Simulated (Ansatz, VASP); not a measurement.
## SiC in VASP and in Ansatz

File POSCAR:

```
SiC
1.0
    3.0755120100      0.0000000000      0.0000000000
   -1.5377560000      2.6634715300      0.0000000000
    0.0000000000      0.0000000000      5.0486206900
Si C
2 2
Direct
    0.3333333300      0.6666666700      0.0046022700
    0.6666666700      0.3333333300      0.5046022700
    0.3333333300      0.6666666700      0.3803977300
    0.6666666700      0.3333333300      0.8803977300
```

Contents of INCAR.step1:

```
PREC = Accurate
ENCUT = 520
EDIFF = 1E-5
ISMEAR = -1
SIGMA = 0.02
LREAL = F
LASPH = T
NELM = 100
ALGO = Normal
ISIF = 2
LWAVE = T
LCHARG = F
NBANDS = 16
GGA = PE
```

File INCAR.step2:

```
PREC = Accurate
ENCUT = 520
EDIFF = 1E-7
ISMEAR = -1
SIGMA = 0.02
LREAL = F
LASPH = T
NELM = 100
ALGO = Normal
ISIF = 2
LWAVE = F
LCHARG = F
GGA = PE
LHFCALC = T
AEXX = 0.25
PRECFOCK = Normal
NBANDS = 16
ISTART = 1
```

File KPOINTS:

```
Automatic mesh
0
Gamma
  6 6 4
```

Input for Ansatz:

```yaml
crystal:
  lattice:
    - [3.07551201, 0.0, 0.0]
    - [-1.537756, 2.66347153, 0.0]
    - [0.0, 0.0, 5.0486207]
  atoms:
    - { symbol: Si, position: [0.33333333, 0.66666667, 0.00460227] }
    - { symbol: Si, position: [0.66666667, 0.33333333, 0.50460227] }
    - { symbol: C, position: [0.33333333, 0.66666667, 0.38039773] }
    - { symbol: C, position: [0.66666667, 0.33333333, 0.88039773] }
  symmetry: { tolerance: 0.0003 }
hamiltonian:
  xc: pbe0
  pseudopotentials: { kind: paw, azcp: { folder: soft_1 } }
basis:
  ecutwfc: 420
magnetization:
  spin_polarized: false
scf:
  occupations: { method: fermi_dirac, width: 0.02 }
kpoints:
  mp_grid: { grid: [6, 6, 4], shift: [0, 0, 0] }
output:
  forces: true
  stress: true
  eigenvalues: true
  bader: true
  populations: true
  elf: true
  write_potential: true
  write_density: true
  volumetric_format: npy
  dos:
    e_range: [-12, 8]
    de: 0.05
    projected: { site_lists: { C: [C], Si: [Si] } }
```

Alike in both runs: task single point; functional PBE0; k mesh 6 × 6 × 4; occupations fermi-dirac, width 0.02 eV; no spin polarisation.

|  | VASP | Ansatz |
| --- | --- | --- |
| version | VASP 6.6.1 | Ansatz 0.2.0 |
| potentials or method | VASP PAW PBE potentials, release 64 (Si, C), cutoff 520 eV | PAW plane waves |
| valence electrons in the cell | 16 | 16 |

```csv
,VASP,Ansatz,Ansatz less VASP
gap on the k mesh at the Fermi level (eV),3.90,3.88,-0.019
pressure (GPa),-1.8,-1.4,+0.41
"traceless stress, the component that is largest in VASP (GPa)",-0.32,-0.35,-0.029
rms of the force components (eV/Å),0.011,0.011,+0.0005
```

Atom by atom the forces differ by 0.000 eV/Å (rms over components). With one functional, cell and mesh, what is left measures potentials, basis and numerics. Ansatz's warnings: stress exchange threshold loose, stress scf threshold loose.
